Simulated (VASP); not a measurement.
# SnSe (Fm-3m) in VASP: single point with PBEsol

Aim: the single point of SnSe with PBEsol.

All numbers are computed with VASP 6.6.1; they aren't measurements. Logs are shortened: lines on timing, memory, paths and dates and some standing lists are left out, and cuts for length are marked.

## Step 1: The cell of the first run

It takes space group Fm-3m (No. 225, cubic). Conventional cell: a = 5.946 Å, b = 5.946 Å, c = 5.946 Å, α = 90.00°, β = 90.00°, γ = 90.00°. Within 3.9 Å of Sn (site symmetry m-3m) lie 6 Se at 2.97 Å. Within 3.9 Å of Se (site symmetry m-3m) lie 6 Sn at 2.97 Å.

## Step 2: Single point, PBEsol

INCAR reads:

```
SYSTEM = SnSe
PREC = Accurate
ENCUT = 500
EDIFF = 1E-6
ISMEAR = 0
SIGMA = 0.02
LREAL = .False.
LASPH = .True.
NELM = 120
ALGO = Normal
ISIF = 2
LWAVE = .False.
LCHARG = .False.
GGA = PS
NBANDS = 17
GGA_COMPAT = .False.
```

KPOINTS reads:

```
regular mesh
0
Gamma
  8 8 8
  0 0 0
```

POSCAR reads:

```
SnSe
1.0
    0.0000000000      2.9727557001      2.9727557001
    2.9727557001      0.0000000000      2.9727557001
    2.9727557001      2.9727557001      0.0000000000
Sn Se
1 1
Direct
    0.0000000000      0.0000000000      0.0000000000
    0.5000000000      0.5000000000      0.5000000000
```

Potentials or basis: VASP PAW PBE potentials, release 64 (Sn_d, Se).

Run with:

```
cat potpaw_PBE.64/Sn_d/POTCAR potpaw_PBE.64/Se/POTCAR > POTCAR
mpirun -np 1 vasp_std > vasp.out
```

OUTCAR:

```text
SYSTEM = SnSe
   PREC = Accurate
   ENCUT = 500
   EDIFF = 1E-6
   ISMEAR = 0
   LREAL = .False.
   LASPH = .True.
   NELM = 120
   ISIF = 2
   GGA = PS

 ion  position               nearest neighbor table
   1  0.000  0.000  0.000-   2 2.97   2 2.97   2 2.97   2 2.97   2 2.97   2 2.97
   2  0.500  0.500  0.500-   1 2.97   1 2.97   1 2.97   1 2.97   1 2.97   1 2.97

  LATTYP: Found a face centered cubic cell.
 ALAT       =     5.9455114002

  Lattice vectors:

 A1 = (   0.0000000000,   2.9727557001,   2.9727557001)
 A2 = (   2.9727557001,   0.0000000000,   2.9727557001)
 A3 = (   2.9727557001,   2.9727557001,   0.0000000000)

Analysis of symmetry for initial positions (statically):
=====================================================================
 Subroutine PRICEL returns:
 Original cell was already a primitive cell.

 Routine SETGRP: Setting up the symmetry group for a
 face centered cubic supercell.

 Subroutine GETGRP returns: Found 48 space group operations
 (whereof 48 operations were pure point group operations)
 out of a pool of 48 trial point group operations.

The static configuration has the point symmetry O_h .

Analysis of symmetry for dynamics (positions and initial velocities):
=====================================================================
 Subroutine PRICEL returns:
 Original cell was already a primitive cell.

 Routine SETGRP: Setting up the symmetry group for a
 face centered cubic supercell.

 Subroutine GETGRP returns: Found 48 space group operations
 (whereof 48 operations were pure point group operations)
 out of a pool of 48 trial point group operations.

The dynamic configuration has the point symmetry O_h .

 Subroutine INISYM returns: Found 48 space group operations
 (whereof 48 operations are pure point group operations),
 and found     1 'primitive' translations

----------------------------------------------------------------------------------------

                                     Primitive cell

  volume of cell :      52.5421

  direct lattice vectors                    reciprocal lattice vectors
     0.000000000  2.972755700  2.972755700    -0.168194110  0.168194110  0.168194110
     2.972755700  0.000000000  2.972755700     0.168194110 -0.168194110  0.168194110
     2.972755700  2.972755700  0.000000000     0.168194110  0.168194110 -0.168194110

  length of vectors
     4.204111429  4.204111429  4.204111429     0.291320745  0.291320745  0.291320745

  position of ions in fractional coordinates (direct lattice)
     0.000000000  0.000000000  0.000000000
[... 78 lines left out ...]
   EDIFF  = 0.1E-05   stopping-criterion for ELM
   LREAL  =      F    real-space projection
   EDIFFG = 0.1E-04   stopping-criterion for IOM
   NSW    =      0    number of steps for IOM
   IBRION =     -1    ionic relax: 0-MD 1-quasi-New 2-CG
   NFREE  =      0    steps in history (QN), initial steepest desc. (CG)
   ISIF   =      2    stress and relaxation
   ISYM   =      2    0-nonsym 1-usesym 2-fastsym
   POTIM  = 0.5000    time-step for ionic-motion
   TEBEG  =    0.0;   TEEND  =   0.0 temperature during run
   PSTRESS=    0.0 pullay stress
   NELECT =      20.0000    total number of electrons
   NUPDOWN=      -1.0000    fix difference up-down
   EMIN   =  10.00;   EMAX   =-10.00  energy-range for DOS
   EFERMI =   0.00;   METHOD = LEGACY
   ISMEAR =     0;   SIGMA  =   0.02  broadening in eV -4-tet -1-fermi 0-gaus
   EFERMI_NEDOS =   21; number of points for ismear=-14 and -15
   IALGO  =     38    algorithm
   IMIX   =      4    mixing-type and parameters
     AMIX     =   0.40;   BMIX     =  1.00
     AMIX_MAG =   1.60;   BMIX_MAG =  1.00
  volume/ion in A,a.u.               =      26.27       177.29
  Fermi-wavevector in a.u.,A,eV,Ry     =   1.186449  2.242063 19.152382  1.407660
  Thomas-Fermi vector in A             =   2.322621
   LORBIT       =      0    0 simple, 1 ext, 2 COOP (PROOUT), +10 PAW based schemes
   GGA     = PS    functional components
   LHFCALC =     F    Hartree Fock is set to
   AEXX    =    0.0000 exact exchange contribution
   IVDW    =     0    specifies the selected vdW correction
   LEPSILON=     F    determine dielectric tensor
   LRPA    =     F    only Hartree local field effects (RPA)
 non-spin polarized calculation
 Gauss-broadening in eV      SIGMA  =   0.02
  energy-cutoff  :      500.00
  volume of cell :       52.54
 maximum number of plane-waves:      1363
   NGX = 15   NGY = 15   NGZ = 15

 number of electron      20.0000006 magnetization

 Free energy of the ion-electron system (eV)
  ---------------------------------------------------
  ext. energy  EPLUGINS =         0.00000000
  ---------------------------------------------------
  free energy    TOTEN  =        -8.98553075 eV

  energy without entropy =       -8.98553075  energy(sigma->0) =       -8.98553075

 E-fermi :   5.8435     XC(G=0):  -9.9458

 val. band max:        5.7500405240   @ k =   0.5000   0.0000   0.0000
 cond. band min:       6.4988893486   @ k =  -0.3750   0.1250   0.0000
 fundamental gap:      0.7488488246
 Fermi energy:         5.8434644195

 k-point     1 :       0.0000    0.0000    0.0000
  band No.  band energies     occupation
      1     -15.6178      2.00000
      2     -15.6178      2.00000
      3     -15.6168      2.00000
      4     -15.6168      2.00000
      5     -15.6168      2.00000
      6      -8.2758      2.00000
[... 457 lines left out ...]
      4     -15.6064      2.00000
      5     -15.6001      2.00000
      6      -7.0856      2.00000
[... 9 lines left out ...]
     16      16.6909      0.00000
     17      16.7857      0.00000

 [... further k-points ...]

------------------------ aborting loop because EDIFF is reached ----------------------------------------

  FORCE on cell =-STRESS in cart. coord.  units (eV):
  Direction    XX          YY          ZZ          XY          YZ          ZX
  --------------------------------------------------------------------------------------
  -------------------------------------------------------------------------------------
  Total        0.0055852      0.0055852      0.0055852      0.0000000      0.0000000      0.0000000
  in kB        0.1703113      0.1703113      0.1703113      0.0000000      0.0000000      0.0000000
  external PRESSURE =       0.1703113 kB  Pullay stress =       0.0000000 kB

 VOLUME and BASIS-vectors are now :
 -----------------------------------------------------------------------------
  energy-cutoff  :      500.00
  volume of cell :       52.54
      direct lattice vectors                 reciprocal lattice vectors
     0.000000000  2.972755700  2.972755700    -0.168194110  0.168194110  0.168194110
     2.972755700  0.000000000  2.972755700     0.168194110 -0.168194110  0.168194110
     2.972755700  2.972755700  0.000000000     0.168194110  0.168194110 -0.168194110

 POSITION                                       TOTAL-FORCE (eV/Angst)
 -----------------------------------------------------------------------------------
      0.00000      0.00000      0.00000         0.000000     -0.000000      0.000000
      2.97276      2.97276      2.97276        -0.000000      0.000000     -0.000000
 -----------------------------------------------------------------------------------
    total drift:                                0.000000     -0.000000     -0.000000

  FREE ENERGIE OF THE ION-ELECTRON SYSTEM (eV)
  ---------------------------------------------------
  free  energy   TOTEN  =        -8.9855307522 eV

  energy  without entropy=       -8.9855307522  energy(sigma->0) =       -8.98553075
```

OSZICAR:

```text
N       E                     dE             d eps       ncg     rms          rms(c)
DAV:   1     0.131103704975E+03    0.13110E+03   -0.96361E+03   986   0.142E+03
DAV:   2     0.329230421072E+01   -0.12781E+03   -0.12409E+03  1043   0.336E+02
DAV:   3    -0.883271159479E+01   -0.12125E+02   -0.12022E+02  1227   0.921E+01
DAV:   4    -0.913080069254E+01   -0.29809E+00   -0.29785E+00  1141   0.154E+01
DAV:   5    -0.913919419021E+01   -0.83935E-02   -0.83930E-02  1426   0.254E+00    0.321E+00
DAV:   6    -0.899010144680E+01    0.14909E+00   -0.34998E-01  1474   0.397E+00    0.194E+00
DAV:   7    -0.898566831033E+01    0.44331E-02   -0.64665E-02  1194   0.128E+00    0.880E-01
DAV:   8    -0.898564398282E+01    0.24328E-04   -0.63993E-03  1256   0.696E-01    0.801E-02
DAV:   9    -0.898551794671E+01    0.12604E-03   -0.10878E-03  1452   0.264E-01    0.408E-02
DAV:  10    -0.898552922324E+01   -0.11277E-04   -0.10355E-04  1207   0.695E-02    0.780E-03
DAV:  11    -0.898553074023E+01   -0.15170E-05   -0.79534E-06  1356   0.211E-02    0.262E-03
DAV:  12    -0.898553075220E+01   -0.11974E-07   -0.28489E-07   620   0.736E-03
   1 F= -.89855308E+01 E0= -.89855308E+01  d E =-.294383E-13
```

stdout:

```text
POSCAR found type information on POSCAR SnSe
 POSCAR found :  2 types and       2 ions
 scaLAPACK will be used
 -----------------------------------------------------------------------------
|                                                                             |
|                                                                             |
|     You enforced a specific xc type in the INCAR file but a different       |
|     I HOPE YOU KNOW WHAT YOU ARE DOING!                                     |
|                                                                             |
 -----------------------------------------------------------------------------

 LDA part: xc-table for (Slater+PW92), standard interpolation
 POSCAR, INCAR and KPOINTS ok, starting setup
 FFT: planning ... GRIDC
 FFT: planning ... GRID_SOFT
 FFT: planning ... GRID
 WAVECAR not read
 entering main loop
```

Run time: 28 s. Hardware: 1 thread of AMD EPYC 7R43 (Zen 3), shared host; peak memory 0.14 GiB.

What came out:

| Item | Value |
| --- | --- |
| Free energy | -8.9855 eV |
| Pressure | 0.0 GPa |
| Band gap on the k mesh | 0.75 eV (least direct gap 0.82 eV) |

Caveat: the PAW data sets were made with another functional, which shifts forces and pressure a little; spin-orbit coupling is left out, which moves the levels of the heavy elements. A k mesh can miss the band edges.
